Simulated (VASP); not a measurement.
# Be2ZnO3 (P4/mmm) in VASP: notebook

Runs on Be2ZnO3. Level: PBE. Tasks: single point.

All numbers are computed with VASP 6.6.1; they aren't measurements. Logs are shortened: lines on timing, memory, paths and dates and some standing lists are left out, and cuts for length are marked.

### 1 The cell of the first run

Symmetry: P4/mmm, No. 123, tetragonal system. Conventional cell: a = 4.301 Å, b = 4.301 Å, c = 3.739 Å, α = 90.00°, β = 90.00°, γ = 90.00°. Within 2.5 Å of Be (site symmetry 4/mmm) lie 2 Zn at 1.87 Å. Within 2.5 Å of Be (site symmetry 4/mmm) lie 2 O at 1.87 Å. Within 2.5 Å of Zn (site symmetry 4/mmm) lie 2 Be at 1.87 Å and 4 O at 2.15 Å. O (site symmetry 4/mmm) has 2 Be at 1.87 Å and 4 O at 2.15 Å within 2.5 Å. Within 2.9 Å of O (site symmetry mmm) lie 2 Zn at 2.15 Å and 2 O at 2.15 Å and 8 Be at 2.85 Å.

The cell was built from a structure type or drawn by symmetry, and may not be a known phase.

### 2 Single point, PBE

INCAR

```
ALGO = Normal
EDIFF = 1E-6
ENCUT = 600
GGA = PE
GGA_COMPAT = False
ISIF = 2
ISMEAR = 0
LASPH = True
LCHARG = False
LREAL = False
LWAVE = False
NBANDS = 26
NELM = 120
PREC = Accurate
SIGMA = 0.15
```

KPOINTS

```
k-points
0
Gamma
  3 3 3
```

POSCAR

```
Be2ZnO3
1.0
    4.3014062179      0.0000000000      0.0000000000
    0.0000000000      4.3014062179      0.0000000000
    0.0000000000      0.0000000000      3.7394216772
Be Zn O
2 1 3
Direct
    0.5000000000      0.5000000000      0.0000000000
    0.0000000000      0.0000000000      0.0000000000
    0.5000000000      0.5000000000      0.5000000000
    0.0000000000      0.0000000000      0.5000000000
    0.0000000000      0.5000000000      0.5000000000
    0.5000000000      0.0000000000      0.5000000000
```

Potentials or basis: VASP PAW PBE potentials, release 64 (Be, Zn, O).

Run with:

```sh
cat potpaw_PBE.64/Be/POTCAR potpaw_PBE.64/Zn/POTCAR potpaw_PBE.64/O/POTCAR > POTCAR
mpirun -np 1 vasp_std > vasp.out
```

OUTCAR:

```text
EDIFF = 1E-6
   ENCUT = 600
   GGA = PE
   ISIF = 2
   ISMEAR = 0
   LASPH = True
   LREAL = False
   NELM = 120
   PREC = Accurate

 ion  position               nearest neighbor table
   1  0.500  0.500  0.000-   3 1.87   3 1.87
   2  0.000  0.000  0.000-   4 1.87   4 1.87
   3  0.500  0.500  0.500-   1 1.87   1 1.87   6 2.15   5 2.15   6 2.15   5 2.15
   4  0.000  0.000  0.500-   2 1.87   2 1.87
   5  0.000  0.500  0.500-   3 2.15   3 2.15
   6  0.500  0.000  0.500-   3 2.15   3 2.15

  LATTYP: Found a simple tetragonal cell.
 ALAT       =     4.3014062179
 C/A-ratio  =     0.8693486473

  Lattice vectors:

 A1 = (   4.3014062179,   0.0000000000,   0.0000000000)
 A2 = (   0.0000000000,   4.3014062179,   0.0000000000)
 A3 = (   0.0000000000,   0.0000000000,   3.7394216772)

Analysis of symmetry for initial positions (statically):
=====================================================================
 Subroutine PRICEL returns:
 Original cell was already a primitive cell.

 Routine SETGRP: Setting up the symmetry group for a
 simple tetragonal supercell.

 Subroutine GETGRP returns: Found 16 space group operations
 (whereof 16 operations were pure point group operations)
 out of a pool of 16 trial point group operations.

The static configuration has the point symmetry D_4h.

Analysis of symmetry for dynamics (positions and initial velocities):
=====================================================================
 Subroutine PRICEL returns:
 Original cell was already a primitive cell.

 Routine SETGRP: Setting up the symmetry group for a
 simple tetragonal supercell.

 Subroutine GETGRP returns: Found 16 space group operations
 (whereof 16 operations were pure point group operations)
 out of a pool of 16 trial point group operations.

The dynamic configuration has the point symmetry D_4h.

 Subroutine INISYM returns: Found 16 space group operations
 (whereof 16 operations are pure point group operations),
 and found     1 'primitive' translations

----------------------------------------------------------------------------------------

                                     Primitive cell

  volume of cell :      69.1871

  direct lattice vectors                    reciprocal lattice vectors
     4.301406218  0.000000000  0.000000000     0.232482112  0.000000000  0.000000000
     0.000000000  4.301406218  0.000000000     0.000000000  0.232482112  0.000000000
     0.000000000  0.000000000  3.739421677     0.000000000  0.000000000  0.267421031

  length of vectors
     4.301406218  4.301406218  3.739421677     0.232482112  0.232482112  0.267421031

  position of ions in fractional coordinates (direct lattice)
     0.500000000  0.500000000  0.000000000
     0.000000000  0.000000000  0.000000000
     0.500000000  0.500000000  0.500000000
     0.000000000  0.000000000  0.500000000
     0.000000000  0.500000000  0.500000000
     0.500000000  0.000000000  0.500000000

  ion indices of the primitive-cell ions
   primitive index   ion index
                 1           1
                 2           2
                 3           3
                 4           4
                 5           5
                 6           6

----------------------------------------------------------------------------------------

 KPOINTS: k-points

Automatic generation of k-mesh.
 Grid dimensions read from file:
 generate k-points for:    3    3    3

 Generating k-lattice:

  Cartesian coordinates                     Fractional coordinates (reciprocal lattice)
     0.077494037  0.000000000  0.000000000     0.333333333  0.000000000  0.000000000
     0.000000000  0.077494037  0.000000000     0.000000000  0.333333333  0.000000000
     0.000000000  0.000000000  0.089140344     0.000000000  0.000000000  0.333333333

  Length of vectors
     0.077494037  0.077494037  0.089140344

  Shift w.r.t. Gamma in fractional coordinates (k-lattice)
     0.000000000  0.000000000  0.000000000

 Subroutine IBZKPT returns following result:
 ===========================================

 Found      6 irreducible k-points:

 Following reciprocal coordinates:
            Coordinates               Weight
  0.000000  0.000000  0.000000      1.000000
  0.333333  0.000000  0.000000      4.000000
  0.333333  0.333333  0.000000      4.000000
  0.000000  0.000000  0.333333      2.000000
  0.333333  0.000000  0.333333      8.000000
  0.333333  0.333333  0.333333      8.000000
   k-points           NKPTS =      6   k-points in BZ     NKDIM =      6   number of bands    NBANDS=     26
   number of dos      NEDOS =    301   number of ions     NIONS =      6
   total plane-waves  NPLWV =  38880
   dimension x,y,z NGX =    36 NGY =   36 NGZ =   30
   dimension x,y,z NGXF=    72 NGYF=   72 NGZF=   60
   ions per type =               2   1   3
   NGX,Y,Z   is equivalent  to a cutoff of  13.91, 13.91, 13.34 a.u.
   NGXF,Y,Z  is equivalent  to a cutoff of  27.83, 27.83, 26.67 a.u.
 SYSTEM =  unknown system
   PREC   = accura    normal or accurate (medium, high low for compatibility)
   ISTART =      0    job   : 0-new  1-cont  2-samecut
   ICHARG =      2    charge: 1-file 2-atom 10-const
   ISPIN  =      1    spin polarized calculation?
   LNONCOLLINEAR =      F non collinear calculations
   LSORBIT =      F    spin-orbit coupling
   LASPH  =      T    aspherical Exc in radial PAW
   ENCUT  =  600.0 eV  44.10 Ry    6.64 a.u.   8.59  8.59  7.47*2*pi/ulx,y,z
   NELM   =    120;   NELMIN=  2; NELMDL= -5     # of ELM steps
   EDIFF  = 0.1E-05   stopping-criterion for ELM
   LREAL  =      F    real-space projection
   EDIFFG = 0.1E-04   stopping-criterion for IOM
   NSW    =      0    number of steps for IOM
   IBRION =     -1    ionic relax: 0-MD 1-quasi-New 2-CG
   NFREE  =      0    steps in history (QN), initial steepest desc. (CG)
   ISIF   =      2    stress and relaxation
   ISYM   =      2    0-nonsym 1-usesym 2-fastsym
   POTIM  = 0.5000    time-step for ionic-motion
   TEBEG  =    0.0;   TEEND  =   0.0 temperature during run
   PSTRESS=    0.0 pullay stress
   NELECT =      34.0000    total number of electrons
   NUPDOWN=      -1.0000    fix difference up-down
   EMIN   =  10.00;   EMAX   =-10.00  energy-range for DOS
   EFERMI =   0.00;   METHOD = LEGACY
   ISMEAR =     0;   SIGMA  =   0.15  broadening in eV -4-tet -1-fermi 0-gaus
   EFERMI_NEDOS =   21; number of points for ismear=-14 and -15
   IALGO  =     38    algorithm
   IMIX   =      4    mixing-type and parameters
     AMIX     =   0.40;   BMIX     =  1.00
     AMIX_MAG =   1.60;   BMIX_MAG =  1.00
  volume/ion in A,a.u.               =      11.53        77.82
  Fermi-wavevector in a.u.,A,eV,Ry     =   1.291891  2.441321 22.707899  1.668983
  Thomas-Fermi vector in A             =   2.423633
   LORBIT       =      0    0 simple, 1 ext, 2 COOP (PROOUT), +10 PAW based schemes
   GGA     = PE    functional components
   LHFCALC =     F    Hartree Fock is set to
   AEXX    =    0.0000 exact exchange contribution
   IVDW    =     0    specifies the selected vdW correction
   LEPSILON=     F    determine dielectric tensor
   LRPA    =     F    only Hartree local field effects (RPA)
 non-spin polarized calculation
 Gauss-broadening in eV      SIGMA  =   0.15
  energy-cutoff  :      600.00
  volume of cell :       69.19
 maximum number of plane-waves:      2335
 NGX is ok and might be reduce to    36
   NGX = 17   NGY = 17   NGZ = 15

 number of electron      34.0000003 magnetization

 Free energy of the ion-electron system (eV)
  ---------------------------------------------------
  ext. energy  EPLUGINS =         0.00000000
  ---------------------------------------------------
  free energy    TOTEN  =       -19.45422118 eV

  energy without entropy =      -19.39513216  energy(sigma->0) =      -19.42467667

 E-fermi :   2.4100     XC(G=0): -10.0694

 val. band max:        2.3583448879   @ k =   0.3333   0.0000   0.3333
 cond. band min:       2.5519308473   @ k =   0.3333   0.3333   0.0000
 fundamental gap:      0.1935859594
 Fermi energy:         2.4099583648

 k-point     1 :       0.0000    0.0000    0.0000
  band No.  band energies     occupation
      1     -16.6859      2.00000
      2     -14.5661      2.00000
      3     -13.5184      2.00000
      4      -6.0410      2.00000
      5      -5.1829      2.00000
      6      -5.1829      2.00000
[... 18 lines left out ...]
     25      10.9471      0.00000
     26      11.8144      0.00000

 k-point     2 :       0.3333    0.0000    0.0000
  band No.  band energies     occupation
      1     -16.3421      2.00000
      2     -14.8277      2.00000
      3     -13.7679      2.00000
      4      -6.0266      2.00000
      5      -5.2471      2.00000
      6      -5.1819      2.00000
[... 18 lines left out ...]
     25      12.6318      0.00000
     26      13.7000      0.00000

 k-point     3 :       0.3333    0.3333    0.0000
  band No.  band energies     occupation
      1     -15.9594      2.00000
      2     -14.8025      2.00000
      3     -14.3357      2.00000
      4      -6.0107      2.00000
      5      -5.2406      2.00000
      6      -5.2337      2.00000
[... 18 lines left out ...]
     25      12.9177      0.00000
     26      14.4176      0.00000

 k-point     4 :       0.0000    0.0000    0.3333
  band No.  band energies     occupation
      1     -16.6369      2.00000
      2     -14.5310      2.00000
      3     -13.5197      2.00000
      4      -6.0400      2.00000
      5      -5.2936      2.00000
      6      -5.2936      2.00000
[... 18 lines left out ...]
     25      12.1355      0.00000
     26      12.5005      0.00000

 k-point     5 :       0.3333    0.0000    0.3333
  band No.  band energies     occupation
      1     -16.3034      2.00000
      2     -14.7784      2.00000
      3     -13.7621      2.00000
      4      -6.0321      2.00000
      5      -5.4289      2.00000
      6      -5.2887      2.00000
[... 18 lines left out ...]
     25      11.2426      0.00000
     26      13.2630      0.00000

 k-point     6 :       0.3333    0.3333    0.3333
  band No.  band energies     occupation
      1     -15.9311      2.00000
      2     -14.7506      2.00000
      3     -14.3125      2.00000
      4      -6.0291      2.00000
      5      -5.4055      2.00000
      6      -5.3816      2.00000
[... 18 lines left out ...]
     25      11.2942      0.00000
     26      12.0446      0.00000

------------------------ aborting loop because EDIFF is reached ----------------------------------------

  FORCE on cell =-STRESS in cart. coord.  units (eV):
  Direction    XX          YY          ZZ          XY          YZ          ZX
  --------------------------------------------------------------------------------------
  -------------------------------------------------------------------------------------
  Total        0.2404336      0.2404336      0.0583498      0.0000000     -0.0000000      0.0000000
  in kB        5.5677577      5.5677577      1.3512153      0.0000000     -0.0000000      0.0000000
  external PRESSURE =       4.1622436 kB  Pullay stress =       0.0000000 kB

 VOLUME and BASIS-vectors are now :
 -----------------------------------------------------------------------------
  energy-cutoff  :      600.00
  volume of cell :       69.19
      direct lattice vectors                 reciprocal lattice vectors
     4.301406218  0.000000000  0.000000000     0.232482112  0.000000000  0.000000000
     0.000000000  4.301406218  0.000000000     0.000000000  0.232482112  0.000000000
     0.000000000  0.000000000  3.739421677     0.000000000  0.000000000  0.267421031

 POSITION                                       TOTAL-FORCE (eV/Angst)
 -----------------------------------------------------------------------------------
      2.15070      2.15070      0.00000         0.000000      0.000000      0.000000
      0.00000      0.00000      0.00000         0.000000      0.000000      0.000000
      2.15070      2.15070      1.86971         0.000000      0.000000      0.000000
      0.00000      0.00000      1.86971         0.000000      0.000000      0.000000
      0.00000      2.15070      1.86971         0.000000      0.000000      0.000000
      2.15070      0.00000      1.86971         0.000000      0.000000      0.000000
 -----------------------------------------------------------------------------------
    total drift:                                0.000000      0.000000      0.000000

  FREE ENERGIE OF THE ION-ELECTRON SYSTEM (eV)
  ---------------------------------------------------
  free  energy   TOTEN  =       -19.4542211782 eV

  energy  without entropy=      -19.3951321621  energy(sigma->0) =      -19.42467667
```

Wall time 26 s (1 thread of Intel Xeon Platinum 8259CL at 2.50GHz (Skylake/Cascade Lake), shared host); peak memory 0.19 GiB.

What came out:

* Free energy: -19.4542 eV
* Pressure: 0.4 GPa
* Band gap on the k mesh: zero (bands 17 and 18 overlap by 1.59 eV)

Levels at points of the mesh, in eV from the Fermi level:
| k point | band 15 | band 16 | band 17 | band 18 | band 19 | band 20 |
| --- | --- | --- | --- | --- | --- | --- |
| (0.00, 0.00, 0.00) | -2.27 | -1.74 | 1.52 | 1.52 | 1.89 | 2.02 |

Caveat: the k points lie up to 0.56 Å⁻¹ apart, too coarse for converged energies and pressures of a metal.

### 3 Single point, PBE

This run uses another cell than the first one, of 16.78 Å³/atom.

INCAR

```
ALGO = Normal ; EDIFF = 1E-6
ENCUT = 600 ; GGA = PE
GGA_COMPAT = F ; ISIF = 2
ISMEAR = 0 ; LASPH = T
LCHARG = T ; LELF = T
LREAL = F ; LVHAR = T
LWAVE = F ; NBANDS = 26
NELM = 120 ; PREC = Accurate
SIGMA = 0.15
```

KPOINTS is that of step 2.

POSCAR

```
Be2ZnO3
1.0
    4.3780870822      0.0000000000      0.0000000000
    0.0000000000      4.3780870822      0.0000000000
    0.0000000000      0.0000000000      5.2521737370
Be Zn O
2 1 3
Direct
    0.5000000000      0.0000000000      0.5000000000
    0.0000000000      0.5000000000      0.5000000000
    0.0000000000      0.0000000000      0.5000000000
    0.5000000000      0.5000000000      0.0000000000
    0.0000000000      0.0000000000      0.8821228975
    0.0000000000      0.0000000000      0.1178771025
```

Potentials or basis: VASP PAW PBE potentials, release 64 (Be, Zn, O).

Run with:

```sh
cat potpaw_PBE.64/Be/POTCAR potpaw_PBE.64/Zn/POTCAR potpaw_PBE.64/O/POTCAR > POTCAR
mpirun -np 1 vasp_std > vasp.out
```

Wall time 31 s (1 thread of Intel Xeon Platinum 8259CL at 2.50GHz (Skylake/Cascade Lake), shared host); peak memory 0.22 GiB.

The run converged. Its results:

```
Free energy            : -16.2572 eV
Pressure               : 0.8 GPa
Largest force          : 0.850 eV/Å
Band gap on the k mesh : zero (bands 17 and 18 overlap by 0.07 eV)
```

Forces on the atoms (eV/Å):
```
Be   0.000  0.000  0.000
Be   0.000  0.000  0.000
Zn   0.000  0.000  0.000
O    0.000  0.000  0.000
O    0.000  0.000 -0.850
O    0.000  0.000  0.850
```

Stress tensor (GPa, compression positive):
```
0.23 0.00 0.00
0.00 0.23 0.00
0.00 0.00 2.00
```

Levels at points of the mesh, in eV from the Fermi level:
```
           k point  band 15  band 16  band 17  band 18  band 19  band 20
(0.00, 0.00, 0.00)    -0.35    -0.31    -0.31     0.29     0.29     2.63
```

Caveat: the k points lie up to 0.48 Å⁻¹ apart; the standard files for N, O and F lose accuracy on very short bonds; semilocal functionals underestimate gaps, so a narrow gap can read as zero.
